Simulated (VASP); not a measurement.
# Pb (Fm-3m) in VASP: notebook

Pb is run at these levels: PBEsol; tasks: single point, relaxation of volume and atoms at fixed shape.

Everything below comes from runs of VASP 6.6.1. Logs are shortened: lines on timing, memory, paths and dates and some standing lists are left out, and cuts for length are marked.

## Step 1: The cell of the first run

The structure is cubic, space group Fm-3m (No. 225). Conventional cell: a = 4.929 Å, b = 4.929 Å, c = 4.929 Å, α = 90.00°, β = 90.00°, γ = 90.00°. Pb (site symmetry m-3m) has 12 Pb at 3.49 Å within 4.6 Å.

## Step 2: Single point, PBEsol

File INCAR:

```
  PREC = Accurate
  ENCUT = 500
  EDIFF = 1E-6
  ISMEAR = 1
  SIGMA = 0.1
  LREAL = False
  LASPH = True
  NELM = 120
  ALGO = Normal
  ISIF = 2
  LWAVE = False
  LCHARG = False
  GGA = PS
  NBANDS = 13
  GGA_COMPAT = False
```

File KPOINTS:

```
Automatic mesh
0
Gamma
  9 9 9
```

File POSCAR:

```
Pb
1.0
    0.0000000000      2.4645949078      2.4645949078
    2.4645949078      0.0000000000      2.4645949078
    2.4645949078      2.4645949078      0.0000000000
Pb
1
Direct
    0.0000000000      0.0000000000      0.0000000000
```

Potentials or basis: VASP PAW PBE potentials, release 64 (Pb_d).

Command:

```
$ cat potpaw_PBE.64/Pb_d/POTCAR > POTCAR
$ mpirun -np 1 vasp_std > vasp.out
```

OUTCAR:

```text
PREC = Accurate
   ENCUT = 500
   EDIFF = 1E-6
   ISMEAR = 1
   LREAL = False
   LASPH = True
   NELM = 120
   ISIF = 2
   GGA = PS

 ion  position               nearest neighbor table
   1  0.000  0.000  0.000-

  LATTYP: Found a face centered cubic cell.
 ALAT       =     4.9291898156

  Lattice vectors:

 A1 = (   0.0000000000,   2.4645949078,   2.4645949078)
 A2 = (   2.4645949078,   0.0000000000,   2.4645949078)
 A3 = (   2.4645949078,   2.4645949078,   0.0000000000)

Analysis of symmetry for initial positions (statically):
=====================================================================
 Subroutine PRICEL returns:
 Original cell was already a primitive cell.

 Routine SETGRP: Setting up the symmetry group for a
 face centered cubic supercell.

 Subroutine GETGRP returns: Found 48 space group operations
 (whereof 48 operations were pure point group operations)
 out of a pool of 48 trial point group operations.

The static configuration has the point symmetry O_h .

Analysis of symmetry for dynamics (positions and initial velocities):
=====================================================================
 Subroutine PRICEL returns:
 Original cell was already a primitive cell.

 Routine SETGRP: Setting up the symmetry group for a
 face centered cubic supercell.

 Subroutine GETGRP returns: Found 48 space group operations
 (whereof 48 operations were pure point group operations)
 out of a pool of 48 trial point group operations.

The dynamic configuration has the point symmetry O_h .

 Subroutine INISYM returns: Found 48 space group operations
 (whereof 48 operations are pure point group operations),
 and found     1 'primitive' translations

----------------------------------------------------------------------------------------

                                     Primitive cell

  volume of cell :      29.9410

  direct lattice vectors                    reciprocal lattice vectors
     0.000000000  2.464594908  2.464594908    -0.202873096  0.202873096  0.202873096
     2.464594908  0.000000000  2.464594908     0.202873096 -0.202873096  0.202873096
     2.464594908  2.464594908  0.000000000     0.202873096  0.202873096 -0.202873096

  length of vectors
     3.485463544  3.485463544  3.485463544     0.351386510  0.351386510  0.351386510

  position of ions in fractional coordinates (direct lattice)
     0.000000000  0.000000000  0.000000000

  ion indices of the primitive-cell ions
   primitive index   ion index
                 1           1

----------------------------------------------------------------------------------------

 KPOINTS: Automatic mesh

Automatic generation of k-mesh.
 Grid dimensions read from file:
 generate k-points for:    9    9    9

 Generating k-lattice:

  Cartesian coordinates                     Fractional coordinates (reciprocal lattice)
    -0.022541455  0.022541455  0.022541455     0.111111111  0.000000000  0.000000000
     0.022541455 -0.022541455  0.022541455     0.000000000  0.111111111  0.000000000
     0.022541455  0.022541455 -0.022541455     0.000000000  0.000000000  0.111111111

  Length of vectors
     0.039042946  0.039042946  0.039042946

  Shift w.r.t. Gamma in fractional coordinates (k-lattice)
     0.000000000  0.000000000  0.000000000

 Subroutine IBZKPT returns following result:
 ===========================================

 Found     35 irreducible k-points:

 Following reciprocal coordinates:
            Coordinates               Weight
  0.000000  0.000000  0.000000      1.000000
  0.111111  0.000000  0.000000      8.000000
  0.222222  0.000000  0.000000      8.000000
  0.333333  0.000000  0.000000      8.000000
  0.444444  0.000000  0.000000      8.000000
  0.111111  0.111111  0.000000      6.000000
[... 16 lines left out ...]
 -0.333333  0.333333  0.000000     12.000000
  0.444444  0.444444  0.000000      6.000000
 [... further k-points ...]
   k-points           NKPTS =     35   k-points in BZ     NKDIM =     35   number of bands    NBANDS=     13
   number of dos      NEDOS =    301   number of ions     NIONS =      1
   total plane-waves  NPLWV =  21952
   dimension x,y,z NGX =    28 NGY =   28 NGZ =   28
   dimension x,y,z NGXF=    56 NGYF=   56 NGZF=   56
   ions per type =               1
   NGX,Y,Z   is equivalent  to a cutoff of  13.36, 13.36, 13.36 a.u.
   NGXF,Y,Z  is equivalent  to a cutoff of  26.71, 26.71, 26.71 a.u.
 SYSTEM =  unknown system
   PREC   = accura    normal or accurate (medium, high low for compatibility)
   ISTART =      0    job   : 0-new  1-cont  2-samecut
   ICHARG =      2    charge: 1-file 2-atom 10-const
   ISPIN  =      1    spin polarized calculation?
   LNONCOLLINEAR =      F non collinear calculations
   LSORBIT =      F    spin-orbit coupling
   LASPH  =      T    aspherical Exc in radial PAW
   ENCUT  =  500.0 eV  36.75 Ry    6.06 a.u.   6.35  6.35  6.35*2*pi/ulx,y,z
   NELM   =    120;   NELMIN=  2; NELMDL= -5     # of ELM steps
   EDIFF  = 0.1E-05   stopping-criterion for ELM
   LREAL  =      F    real-space projection
   EDIFFG = 0.1E-04   stopping-criterion for IOM
   NSW    =      0    number of steps for IOM
   IBRION =     -1    ionic relax: 0-MD 1-quasi-New 2-CG
   NFREE  =      0    steps in history (QN), initial steepest desc. (CG)
   ISIF   =      2    stress and relaxation
   ISYM   =      2    0-nonsym 1-usesym 2-fastsym
   POTIM  = 0.5000    time-step for ionic-motion
   TEBEG  =    0.0;   TEEND  =   0.0 temperature during run
   PSTRESS=    0.0 pullay stress
   NELECT =      14.0000    total number of electrons
   NUPDOWN=      -1.0000    fix difference up-down
   EMIN   =  10.00;   EMAX   =-10.00  energy-range for DOS
   EFERMI =   0.00;   METHOD = LEGACY
   ISMEAR =     1;   SIGMA  =   0.10  broadening in eV -4-tet -1-fermi 0-gaus
   EFERMI_NEDOS =   21; number of points for ismear=-14 and -15
   IALGO  =     38    algorithm
   IMIX   =      4    mixing-type and parameters
     AMIX     =   0.40;   BMIX     =  1.00
     AMIX_MAG =   1.60;   BMIX_MAG =  1.00
  volume/ion in A,a.u.               =      29.94       202.05
  Fermi-wavevector in a.u.,A,eV,Ry     =   1.270658  2.401195 21.967578  1.614571
  Thomas-Fermi vector in A             =   2.403633
   LORBIT       =      0    0 simple, 1 ext, 2 COOP (PROOUT), +10 PAW based schemes
   GGA     = PS    functional components
   LHFCALC =     F    Hartree Fock is set to
   AEXX    =    0.0000 exact exchange contribution
   IVDW    =     0    specifies the selected vdW correction
   LEPSILON=     F    determine dielectric tensor
   LRPA    =     F    only Hartree local field effects (RPA)
 non-spin polarized calculation
 Methfessel and Paxton  Order N= 1 SIGMA  =   0.10
  energy-cutoff  :      500.00
  volume of cell :       29.94
 maximum number of plane-waves:       775
 NGX is ok and might be reduce to    28
   NGX = 13   NGY = 13   NGZ = 13

 number of electron      13.9999999 magnetization

 Free energy of the ion-electron system (eV)
  ---------------------------------------------------
  ext. energy  EPLUGINS =         0.00000000
  ---------------------------------------------------
  free energy    TOTEN  =        -4.01644592 eV

  energy without entropy =       -4.01574307  energy(sigma->0) =       -4.01621164

 E-fermi :   7.0830     XC(G=0): -10.4030

 val. band max:        6.8601373011   @ k =  -0.3333   0.3333   0.1111
 cond. band min:       7.0881246712   @ k =  -0.2222   0.3333   0.1111
 fundamental gap:      0.2279873700
 Fermi energy:         7.0830127001

 k-point     1 :       0.0000    0.0000    0.0000
  band No.  band energies     occupation
      1      -9.7569      2.00000
      2      -9.7569      2.00000
      3      -9.7569      2.00000
      4      -9.6092      2.00000
      5      -9.6092      2.00000
      6      -4.6133      2.00000
      7      14.7537      0.00000
      8      14.7537      0.00000
      9      14.7537      0.00000
     10      17.0136      0.00000
     11      18.7197      0.00000
     12      19.8149      0.00000
     13      19.8149      0.00000

 k-point     2 :       0.1111    0.0000    0.0000
  band No.  band energies     occupation
      1      -9.7578      2.00000
      2      -9.7397      2.00000
      3      -9.7397      2.00000
      4      -9.6093      2.00000
      5      -9.6093      2.00000
      6      -4.3722      2.00000
      7      12.3531      0.00000
      8      14.4673      0.00000
      9      14.4673      0.00000
     10      16.6402      0.00000
     11      19.6693      0.00000
     12      20.3271      0.00000
     13      20.3271      0.00000

 k-point     3 :       0.2222    0.0000    0.0000
  band No.  band energies     occupation
      1      -9.7640      2.00000
      2      -9.7192      2.00000
      3      -9.7192      2.00000
      4      -9.5859      2.00000
      5      -9.5859      2.00000
      6      -3.6494      2.00000
      7       8.8437     -0.00000
      8      13.8587      0.00000
      9      13.8587      0.00000
     10      16.3138      0.00000
     11      19.1539      0.00000
     12      19.9305      0.00000
     13      19.9305      0.00000

 k-point     4 :       0.3333    0.0000    0.0000
  band No.  band energies     occupation
      1      -9.7772      2.00000
      2      -9.7292      2.00000
      3      -9.7292      2.00000
      4      -9.5243      2.00000
      5      -9.5243      2.00000
      6      -2.4865      2.00000
      7       5.6857      2.00000
      8      13.2758      0.00000
      9      13.2758      0.00000
     10      16.2221      0.00000
     11      17.8598      0.00000
     12      19.0286      0.00000
     13      19.0286      0.00000

 k-point     5 :       0.4444    0.0000    0.0000
  band No.  band energies     occupation
      1      -9.7886      2.00000
      2      -9.7433      2.00000
      3      -9.7433      2.00000
      4      -9.4757      2.00000
      5      -9.4757      2.00000
      6      -1.1880      2.00000
      7       3.3668      2.00000
      8      12.9307      0.00000
      9      12.9307      0.00000
     10      16.3837      0.00000
     11      17.0004      0.00000
     12      18.5714      0.00000
     13      18.5714      0.00000

 k-point     6 :       0.1111    0.1111    0.0000
  band No.  band energies     occupation
      1      -9.7773      2.00000
      2      -9.7213      2.00000
      3      -9.7213      2.00000
      4      -9.6308      2.00000
      5      -9.5942      2.00000
      6      -4.2919      2.00000
      7      13.0625      0.00000
      8      13.5525      0.00000
      9      13.5525      0.00000
     10      16.1799      0.00000
     11      18.8137      0.00000
     12      21.0883      0.00000
     13      21.2073      0.00000

 k-point     7 :       0.2222    0.1111    0.0000
  band No.  band energies     occupation
      1      -9.7870      2.00000
      2      -9.6962      2.00000
      3      -9.6895      2.00000
      4      -9.6375      2.00000
      5      -9.5691      2.00000
      6      -3.7296      2.00000
      7      10.0410      0.00000
      8      12.7125      0.00000
      9      13.2253      0.00000
     10      16.3546      0.00000
     11      17.5545      0.00000
     12      20.5684      0.00000
     13      21.6859      0.00000
[... 193 lines left out ...]
 k-point    20 :       0.3333    0.3333    0.0000
  band No.  band energies     occupation
      1      -9.8866      2.00000
      2      -9.7724      2.00000
      3      -9.5184      2.00000
      4      -9.5184      2.00000
      5      -9.5124      2.00000
      6      -1.7727      2.00000
      7       7.2352     -0.05333
      8      10.1888      0.00000
      9      10.1888      0.00000
     10      13.5749      0.00000
     11      14.3420      0.00000
     12      25.3623      0.00000
     13      25.4085      0.00000

 k-point    21 :       0.4444    0.3333    0.0000
  band No.  band energies     occupation
      1      -9.8865      2.00000
      2      -9.7901      2.00000
      3      -9.5281      2.00000
      4      -9.4940      2.00000
      5      -9.4598      2.00000
      6      -0.7250      2.00000
      7       5.6664      2.00000
      8       8.6568     -0.00000
      9       9.8789      0.00000
     10      13.5101      0.00000
     11      15.3243      0.00000
     12      24.3389      0.00000
     13      24.6343      0.00000

 k-point    22 :      -0.4444    0.3333    0.0000
  band No.  band energies     occupation
      1      -9.8542      2.00000
      2      -9.7474      2.00000
      3      -9.5470      2.00000
      4      -9.5264      2.00000
      5      -9.4625      2.00000
      6       0.2194      2.00000
      7       4.7596      2.00000
      8       6.7693      2.00009
      9      10.1363      0.00000
     10      13.6926      0.00000
     11      17.9463      0.00000
     12      23.4499      0.00000
     13      23.6042      0.00000

 k-point    23 :      -0.3333    0.3333    0.0000
  band No.  band energies     occupation
      1      -9.8158      2.00000
      2      -9.6503      2.00000
      3      -9.6011      2.00000
      4      -9.5762      2.00000
      5      -9.5089      2.00000
      6       0.0695      2.00000
      7       5.3905      2.00000
      8       5.6599      2.00000
      9      10.9311      0.00000
     10      14.1847      0.00000
     11      21.0821      0.00000
     12      22.7142      0.00000
     13      22.7168      0.00000

 k-point    24 :       0.4444    0.4444    0.0000
  band No.  band energies     occupation
      1      -9.9242      2.00000
      2      -9.8289      2.00000
      3      -9.4837      2.00000
      4      -9.4437      2.00000
      5      -9.4437      2.00000
      6       0.0743      2.00000
      7       4.4862      2.00000
      8       9.3956      0.00000
      9       9.3956      0.00000
     10      12.7404      0.00000
     11      13.9738      0.00000
     12      25.5935      0.00000
     13      27.3568      0.00000

 [... further k-points ...]
[... 5 lines left out ...]
  --------------------------------------------------------------------------------------
  -------------------------------------------------------------------------------------
  Total       -0.0192080     -0.0192080     -0.0192080     -0.0000000     -0.0000000      0.0000000
  in kB       -1.0278397     -1.0278397     -1.0278397     -0.0000000     -0.0000000      0.0000000
  external PRESSURE =      -1.0278397 kB  Pullay stress =       0.0000000 kB

 VOLUME and BASIS-vectors are now :
 -----------------------------------------------------------------------------
  energy-cutoff  :      500.00
  volume of cell :       29.94
      direct lattice vectors                 reciprocal lattice vectors
     0.000000000  2.464594908  2.464594908    -0.202873096  0.202873096  0.202873096
     2.464594908  0.000000000  2.464594908     0.202873096 -0.202873096  0.202873096
     2.464594908  2.464594908  0.000000000     0.202873096  0.202873096 -0.202873096

 POSITION                                       TOTAL-FORCE (eV/Angst)
 -----------------------------------------------------------------------------------
      0.00000      0.00000      0.00000         0.000000      0.000000     -0.000000
 -----------------------------------------------------------------------------------
    total drift:                               -0.000000     -0.000000     -0.000000

  FREE ENERGIE OF THE ION-ELECTRON SYSTEM (eV)
  ---------------------------------------------------
  free  energy   TOTEN  =        -4.0164459248 eV

  energy  without entropy=       -4.0157430703  energy(sigma->0) =       -4.01621164
```

Wall time 7.7 s (1 thread of Intel Xeon 6975P-C (Granite Rapids), shared host); peak memory 0.15 GiB.

What came out:

| Item | Value |
| --- | --- |
| Free energy | -4.0164 eV |
| Pressure | -0.1 GPa |
| Band gap on the k mesh | zero (bands 7 and 8 overlap by 9.09 eV) |

Caveat: the PAW data sets were made with another functional, which shifts forces and pressure a little; spin-orbit coupling is left out, which moves the levels of the heavy elements.

## Step 3: Relaxation of volume and atoms at fixed shape, PBEsol

This run uses another cell than the first one, of 30.32 Å³/atom.

File INCAR:

```
ALGO     = Normal         # electronic algorithm
EDIFF    = 1E-7           # SCF threshold, eV
EDIFFG   = -0.02          # ionic threshold
ENCUT    = 500            # plane-wave cutoff, eV
GGA      = PS             # functional
GGA_COMPAT= F            
IBRION   = 2              # ionic algorithm
ISIF     = 8              # what is computed and relaxed
ISMEAR   = 1              # smearing method
LASPH    = T              # aspherical terms in the spheres
LCHARG   = F              # write CHGCAR
LREAL    = F              # projectors in reciprocal space
LWAVE    = F              # write WAVECAR
NELM     = 120            # most SCF steps
NELMIN   = 4            
NSW      = 80             # ionic steps
PREC     = Accurate       # precision mode
SIGMA    = 0.1            # smearing width, eV
```

File KPOINTS:

```
k-points
0
Gamma
  9 9 9
```

File POSCAR:

```
Pb
1.0
    0.0000000000      2.4750000000      2.4750000000
    2.4750000000      0.0000000000      2.4750000000
    2.4750000000      2.4750000000      0.0000000000
Pb
1
Direct
    0.0000000000      0.0000000000      0.0000000000
```

Potentials or basis: VASP PAW PBE potentials, release 64 (Pb_d).

Command:

```
$ cat potpaw_PBE.64/Pb_d/POTCAR > POTCAR
$ mpirun -np 1 vasp_std > vasp.out
```

It took 16 s on 1 thread of Intel Xeon 6975P-C (Granite Rapids), shared host; peak memory 0.16 GiB.

Results (log left out):

* Free energy: -4.0167 eV
* Relaxed volume: 29.89 Å³/atom
* Relaxed cell: a = 3.483 Å, b = 3.483 Å, c = 3.483 Å, α = 60.00°, β = 60.00°, γ = 60.00°
* Space group after relaxing (to 0.1 Å): Fm-3m (No. 225)
* Energy gained by relaxing: 1.0 meV/atom
* Ionic steps: 3
* Pressure after relaxing: 0.0 GPa
* Band gap on the k mesh: zero (bands 7 and 8 overlap by 9.11 eV)

Step by step:
| step | energy change (eV) | largest force (eV/Å) | pressure (GPa) | volume (Å³) |
| --- | --- | --- | --- | --- |
| 1 | 0.0000 | 0.0000 | -0.71 | 30.32 |
| 2 | -0.0009 | 0.0000 | 0.26 | 29.73 |
| 3 | -0.0010 | 0.0000 | 0.00 | 29.89 |

Final structure:
```
Pb
1.0
     0.00000    2.46309    2.46309
     2.46309    0.00000    2.46309
     2.46309    2.46309    0.00000
Pb
1
Direct
  0.00000 0.00000 0.00000
```

Levels at points of the mesh, in eV from the Fermi level:
```tsv
k point	band 4	band 5	band 6	band 7	band 8	band 9	band 10	band 11
(0.00, 0.00, 0.00)	-16.69	-16.69	-11.71	7.69	7.69	7.69	9.93	11.66
```

Caveat: the PAW data sets were made with another functional, which shifts forces and pressure a little; spin-orbit coupling is left out, which moves the levels of the heavy elements.
